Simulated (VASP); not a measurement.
# Ta (I4/mmm) in VASP: notebook

Ta is run at these levels: PBE; tasks: single point.

All numbers are computed with VASP 6.6.1; they aren't measurements. Logs are shortened: lines on timing, memory, paths and dates and some standing lists are left out, and cuts for length are marked.

## Step 1: The cell of the first run

The structure is tetragonal, space group I4/mmm (No. 139). The conventional cell has a = 3.303 Å, b = 3.303 Å, c = 3.352 Å, α = 90.00°, β = 90.00°, γ = 90.00°. Ta (site symmetry 4/mmm) has 14 Ta at 2.87 to 3.35 Å within 3.8 Å.

## Step 2: Single point, PBE (strain +0.000 along x and y, +0.015 along z)

Input file INCAR:

```
SYSTEM = Ta
PREC     = Accurate       ! precision mode
ENCUT    = 520            ! plane-wave cutoff, eV
EDIFF    = 1E-6           ! SCF threshold, eV
ISMEAR   = 0              ! smearing method
SIGMA    = 0.15           ! smearing width, eV
LREAL    = .FALSE.        ! projectors in reciprocal space
LASPH    = .TRUE.         ! aspherical terms in the spheres
NELM     = 100            ! most SCF steps
ALGO     = Fast           ! electronic algorithm
ISIF     = 2              ! what is computed and relaxed
LWAVE    = .FALSE.        ! write WAVECAR
LCHARG   = .FALSE.        ! write CHGCAR
GGA      = PE             ! functional
NBANDS   = 12             ! bands
```

Input file KPOINTS:

```
Automatic mesh
0
G
  20 20 20
  0 0 0
```

Input file POSCAR:

```
Ta
1.0
   -1.6512800000      1.6512800000      1.6760492000
    1.6512800000     -1.6512800000      1.6760492000
    1.6512800000      1.6512800000     -1.6760492000
Ta
1
Direct
    0.0000000000      0.0000000000      0.0000000000
```

Potentials or basis: VASP PAW PBE potentials, release 64 (Ta_pv).

Launch:

```sh
$ cat potpaw_PBE.64/Ta_pv/POTCAR > POTCAR
$ mpirun -np 1 vasp_std > vasp.out
```

OUTCAR:

```text
SYSTEM = Ta
   PREC = Accurate
   ENCUT = 520
   EDIFF = 1E-6
   ISMEAR = 0
   LREAL = .FALSE.
   LASPH = .TRUE.
   NELM = 100
   ISIF = 2
   GGA = PE

 ion  position               nearest neighbor table
   1  0.000  0.000  0.000-

  LATTYP: Found a body centered tetragonal cell.
 ALAT       =     3.3025600000
 C/A-ratio  =     1.0150000000

  Lattice vectors:

 A1 = (  -1.6512800000,   1.6512800000,   1.6760492000)
 A2 = (   1.6512800000,  -1.6512800000,   1.6760492000)
 A3 = (   1.6512800000,   1.6512800000,  -1.6760492000)

Analysis of symmetry for initial positions (statically):
=====================================================================
 Subroutine PRICEL returns:
 Original cell was already a primitive cell.

 Routine SETGRP: Setting up the symmetry group for a
 body centered tetragonal supercell.

 Subroutine GETGRP returns: Found 16 space group operations
 (whereof 16 operations were pure point group operations)
 out of a pool of 16 trial point group operations.

The static configuration has the point symmetry D_4h.

Analysis of symmetry for dynamics (positions and initial velocities):
=====================================================================
 Subroutine PRICEL returns:
 Original cell was already a primitive cell.

 Routine SETGRP: Setting up the symmetry group for a
 body centered tetragonal supercell.

 Subroutine GETGRP returns: Found 16 space group operations
 (whereof 16 operations were pure point group operations)
 out of a pool of 16 trial point group operations.

The dynamic configuration has the point symmetry D_4h.

 Subroutine INISYM returns: Found 16 space group operations
 (whereof 16 operations are pure point group operations),
 and found     1 'primitive' translations

----------------------------------------------------------------------------------------

                                     Primitive cell

  volume of cell :      18.2805

  direct lattice vectors                    reciprocal lattice vectors
    -1.651280000  1.651280000  1.676049200     0.000000000  0.302795407  0.298320598
     1.651280000 -1.651280000  1.676049200     0.302795407  0.000000000  0.298320598
     1.651280000  1.651280000 -1.676049200     0.302795407  0.302795407  0.000000000

  length of vectors
     2.874472508  2.874472508  2.874472508     0.425064981  0.425064981  0.428217371

  position of ions in fractional coordinates (direct lattice)
     0.000000000  0.000000000  0.000000000

  ion indices of the primitive-cell ions
   primitive index   ion index
                 1           1

[... 85 lines left out ...]
   EFERMI =   0.00;   METHOD = LEGACY
   ISMEAR =     0;   SIGMA  =   0.15  broadening in eV -4-tet -1-fermi 0-gaus
   EFERMI_NEDOS =   21; number of points for ismear=-14 and -15
   IALGO  =     68    algorithm
   IMIX   =      4    mixing-type and parameters
     AMIX     =   0.40;   BMIX     =  1.00
     AMIX_MAG =   1.60;   BMIX_MAG =  1.00
  volume/ion in A,a.u.               =      18.28       123.36
  Fermi-wavevector in a.u.,A,eV,Ry     =   1.382111  2.611811 25.990277  1.910231
  Thomas-Fermi vector in A             =   2.506833
   LORBIT       =      0    0 simple, 1 ext, 2 COOP (PROOUT), +10 PAW based schemes
   GGA     = PE    functional components
   LHFCALC =     F    Hartree Fock is set to
   AEXX    =    0.0000 exact exchange contribution
   IVDW    =     0    specifies the selected vdW correction
   LEPSILON=     F    determine dielectric tensor
   LRPA    =     F    only Hartree local field effects (RPA)
 non-spin polarized calculation
 RMM-DIIS sequential band-by-band and
 Gauss-broadening in eV      SIGMA  =   0.15
  energy-cutoff  :      520.00
  volume of cell :       18.28
 maximum number of plane-waves:       504
 NGX is ok and might be reduce to    24
   NGX = 11   NGY = 11   NGZ = 11

 number of electron      11.0000001 magnetization

 Free energy of the ion-electron system (eV)
  ---------------------------------------------------
  ext. energy  EPLUGINS =         0.00000000
  ---------------------------------------------------
  free energy    TOTEN  =       -11.81949725 eV

  energy without entropy =      -11.80485376  energy(sigma->0) =      -11.81217550

 E-fermi :   5.3608     XC(G=0): -12.5427

 val. band max:        5.3604982570   @ k =   0.4000   0.3500   0.0500
 cond. band min:       5.3614276279   @ k =  -0.3500   0.4500   0.1500
 fundamental gap:      0.0009293709
 Fermi energy:         5.3607578701

 k-point     1 :       0.0000    0.0000    0.0000
  band No.  band energies     occupation
      1     -27.7682      2.00000
      2     -27.7647      2.00000
      3     -27.7647      2.00000
      4      -2.4921      2.00000
      5       6.0411      0.00000
      6       6.0411      0.00000
      7       6.2249      0.00000
      8       9.1930      0.00000
      9       9.4444      0.00000
     10      20.1328      0.00000
     11      20.3995      0.00000
     12      20.3995      0.00000
[... 331 lines left out ...]
 k-point    24 :      -0.3500    0.0500    0.0000
  band No.  band energies     occupation
      1     -28.5982      2.00000
      2     -28.0307      2.00000
      3     -27.7805      2.00000
      4       0.6937      2.00000
      5       4.4320      2.00000
      6       5.2035      1.86190
      7       8.8509      0.00000
      8       9.8557      0.00000
      9      10.3297      0.00000
     10      19.1719      0.00000
     11      19.7495      0.00000
     12      20.0620      0.00000

 [... further k-points ...]

------------------------ aborting loop because EDIFF is reached ----------------------------------------

  FORCE on cell =-STRESS in cart. coord.  units (eV):
  Direction    XX          YY          ZZ          XY          YZ          ZX
  --------------------------------------------------------------------------------------
  -------------------------------------------------------------------------------------
  Total        0.0940570      0.0940570     -0.1046507      0.0000000     -0.0000000      0.0000000
  in kB        8.2435312      8.2435312     -9.1720137      0.0000000     -0.0000000      0.0000000
  external PRESSURE =       2.4383496 kB  Pullay stress =       0.0000000 kB

 VOLUME and BASIS-vectors are now :
 -----------------------------------------------------------------------------
  energy-cutoff  :      520.00
  volume of cell :       18.28
      direct lattice vectors                 reciprocal lattice vectors
    -1.651280000  1.651280000  1.676049200     0.000000000  0.302795407  0.298320598
     1.651280000 -1.651280000  1.676049200     0.302795407  0.000000000  0.298320598
     1.651280000  1.651280000 -1.676049200     0.302795407  0.302795407  0.000000000

 POSITION                                       TOTAL-FORCE (eV/Angst)
 -----------------------------------------------------------------------------------
      0.00000      0.00000      0.00000         0.000000      0.000000      0.000000
 -----------------------------------------------------------------------------------
    total drift:                                0.000000      0.000000     -0.000000

  FREE ENERGIE OF THE ION-ELECTRON SYSTEM (eV)
  ---------------------------------------------------
  free  energy   TOTEN  =       -11.8194972461 eV

  energy  without entropy=      -11.8048537576  energy(sigma->0) =      -11.81217550
```

OSZICAR:

```text
N       E                     dE             d eps       ncg     rms          rms(c)
DAV:   1     0.619805094301E+02    0.61981E+02   -0.61461E+03 15404   0.874E+02
DAV:   2    -0.112532092171E+02   -0.73234E+02   -0.71372E+02 17240   0.247E+02
DAV:   3    -0.122887693918E+02   -0.10356E+01   -0.10257E+01 18208   0.276E+01
DAV:   4    -0.122915893200E+02   -0.28199E-02   -0.28193E-02 17228   0.160E+00
DAV:   5    -0.122915990454E+02   -0.97255E-05   -0.97252E-05 18264   0.894E-02    0.131E+01
RMM:   6    -0.119282286874E+02    0.36337E+00   -0.25485E-01 16494   0.421E+00    0.637E+00
RMM:   7    -0.118196678503E+02    0.10856E+00   -0.26653E-01 17274   0.421E+00    0.349E-01
RMM:   8    -0.118194167171E+02    0.25113E-03   -0.11293E-02 18392   0.986E-01    0.295E-01
RMM:   9    -0.118195179188E+02   -0.10120E-03   -0.15830E-03 19231   0.364E-01    0.644E-02
RMM:  10    -0.118194949201E+02    0.22999E-04   -0.22794E-04 19251   0.131E-01    0.998E-03
RMM:  11    -0.118194965181E+02   -0.15979E-05   -0.48222E-05 19849   0.526E-02    0.536E-03
RMM:  12    -0.118194972461E+02   -0.72805E-06   -0.79850E-06 17497   0.181E-02
   1 F= -.11819497E+02 E0= -.11812176E+02  d E =-.146435E-01
```

Wall time 2.2 min (1 thread of Intel Xeon 8259CL, shared host); peak memory 0.25 GiB.

What came out:

```
Free energy            : -11.8195 eV
Pressure               : 0.2 GPa
Band gap on the k mesh : zero (an odd number of electrons rules out a gap without spin polarisation)
```

Levels at points of the mesh, in eV from the Fermi level:
```csv
k point,band 3,band 4,band 5,band 6,band 7,band 8,band 9,band 10
"(0.00, 0.00, 0.00)",-33.13,-7.85,0.68,0.68,0.86,3.83,4.08,14.77
"(0.50, 0.00, 0.00)",-33.13,-4.31,-1.43,1.49,3.73,4.82,7.64,11.46
"(0.50, 0.50, 0.00)",-33.14,-4.30,-1.62,1.60,4.00,4.93,7.68,11.56
"(0.50, 0.50, 0.50)",-33.89,-3.73,-3.69,6.68,6.74,6.74,8.27,8.66
```

Caveat: the cell differs from its parent crystal (strain +0.000 along x and y, +0.015 along z); spin-orbit coupling is left out, which moves the levels of the heavy elements.

## Step 3: Single point, PBE (strain +0.015 along x and y, -0.015 along z)

Input file INCAR:

```
SYSTEM = Ta
ALGO = Fast
EDIFF = 1E-6
ENCUT = 520
GGA = PE
ISIF = 2
ISMEAR = 0
LASPH = .True.
LCHARG = .True.
LELF = .True.
LREAL = .False.
LVHAR = .True.
LWAVE = .False.
NBANDS = 12
NELM = 60
PREC = Accurate
SIGMA = 0.15
```

Input file KPOINTS:

```
k-points
0
Gamma
  20 20 20
  0 0 0
```

Input file POSCAR:

```
Ta
1.0
   -1.6760492000      1.6760492000      1.6265108000
    1.6760492000     -1.6760492000      1.6265108000
    1.6760492000      1.6760492000     -1.6265108000
Ta
1
Direct
    0.0000000000      0.0000000000      0.0000000000
```

Potentials or basis: VASP PAW PBE potentials, release 64 (Ta_pv).

Launch:

```sh
$ cat potpaw_PBE.64/Ta_pv/POTCAR > POTCAR
$ mpirun -np 1 vasp_std > vasp.out
```

Wall time 2 min (1 thread of Intel Xeon 8259CL, shared host); peak memory 0.25 GiB.

The run converged. Its results:

```yaml
Free_energy: -11.8166 eV
Pressure: 0.4 GPa
Band_gap_on_the_k_mesh: zero (an odd number of electrons rules out a gap without spin polarisation)
```

Stress tensor (GPa, compression positive):
```
-0.76  0.00  0.00
 0.00 -0.76  0.00
 0.00  0.00  2.59
```

Levels at points of the mesh, in eV from the Fermi level:
```tsv
k point	band 2	band 3	band 4	band 5	band 6	band 7	band 8	band 9	band 10	band 11
(0.00, 0.00, 0.00)	-33.13	-33.12	-7.86	0.49	0.87	0.87	3.69	4.21	14.77	14.77
(0.50, 0.00, 0.00)	-33.50	-33.15	-4.30	-1.62	1.60	3.93	5.00	7.67	11.56	11.83
(0.50, 0.50, 0.00)	-33.47	-33.12	-4.33	-1.23	1.38	3.49	4.67	7.60	11.37	11.99
(0.50, 0.50, 0.50)	-33.93	-33.86	-3.76	-3.67	6.68	6.68	6.80	8.27	8.27	9.05
```

Caveat: the cell differs from its parent crystal (strain +0.015 along x and y, -0.015 along z); spin-orbit coupling is left out, which moves the levels of the heavy elements.

## Step 4: Single point, PBE (strain +0.030 along x and y, -0.030 along z)

Input file INCAR:

```
SYSTEM = Ta
ALGO     = Normal         ! electronic algorithm
EDIFF    = 1E-6           ! SCF threshold, eV
ENCUT    = 520            ! plane-wave cutoff, eV
GGA      = PE             ! functional
ISIF     = 2              ! what is computed and relaxed
ISMEAR   = 0              ! smearing method
LASPH    = .True.         ! aspherical terms in the spheres
LCHARG   = .True.         ! write CHGCAR
LELF     = .True.         ! ELF
LREAL    = .False.        ! projectors in reciprocal space
LVHAR    = .True.       
LWAVE    = .False.        ! write WAVECAR
NBANDS   = 12             ! bands
NELM     = 60             ! most SCF steps
PREC     = Accurate       ! precision mode
SIGMA    = 0.15           ! smearing width, eV
```

KPOINTS is that of step 3.

Input file POSCAR:

```
Ta
1.0
   -1.7008184000      1.7008184000      1.6017416000
    1.7008184000     -1.7008184000      1.6017416000
    1.7008184000      1.7008184000     -1.6017416000
Ta
1
Direct
    0.0000000000      0.0000000000      0.0000000000
```

Launch:

```sh
$ cat potpaw_PBE.64/Ta_pv/POTCAR > POTCAR
$ mpirun -np 1 vasp_std > vasp.out
```

It took 1.9 min on 1 thread of Intel Xeon 8259CL, shared host; peak memory 0.26 GiB.

It converged, with:

| Item | Value |
| --- | --- |
| Free energy | -11.8048 eV |
| Pressure | -2.1 GPa |
| Band gap on the k mesh | zero (an odd number of electrons rules out a gap without spin polarisation) |

Stress tensor (GPa, compression positive):
```
-3.91  0.00  0.00
 0.00 -3.91  0.00
 0.00  0.00  1.62
```

Levels at points of the mesh, in eV from the Fermi level:
| k point | band 3 | band 4 | band 5 | band 6 | band 7 | band 8 |
| --- | --- | --- | --- | --- | --- | --- |
| (0.00, 0.00, 0.00) | -33.19 | -7.82 | 0.25 | 1.01 | 1.01 | 3.33 |
| (0.50, 0.00, 0.00) | -33.23 | -4.25 | -1.71 | 1.61 | 3.84 | 5.19 |
| (0.50, 0.50, 0.00) | -33.18 | -4.30 | -0.93 | 1.17 | 3.09 | 4.42 |
| (0.50, 0.50, 0.50) | -33.85 | -3.73 | -3.57 | 6.52 | 6.52 | 6.76 |

Caveat: the cell differs from its parent crystal (strain +0.030 along x and y, -0.030 along z); spin-orbit coupling is left out, which moves the levels of the heavy elements.

## Step 5: Summary

```tsv
cell	gap on the mesh (eV)	pressure (GPa)
a = 2.874 Å, angles 109.9, 109.9, 108.7°, 1 atom	none	0.2
a = 2.875 Å, angles 108.7, 108.7, 111.1°, 1 atom	none	0.4
a = 2.890 Å, angles 107.9, 107.9, 112.7°, 1 atom	none	-2.1
```

Alike in all rows: task single point; level PBE; potentials or basis VASP PAW PBE potentials, release 64 (Ta_pv); no spin polarisation; k mesh 20 × 20 × 20; cutoff (eV) 520; smearing gaussian 0.15 eV.

Caveats: spin-orbit coupling is left out, which moves the levels of the heavy elements.

Absolute energies hang on the potentials; compare differences alone.
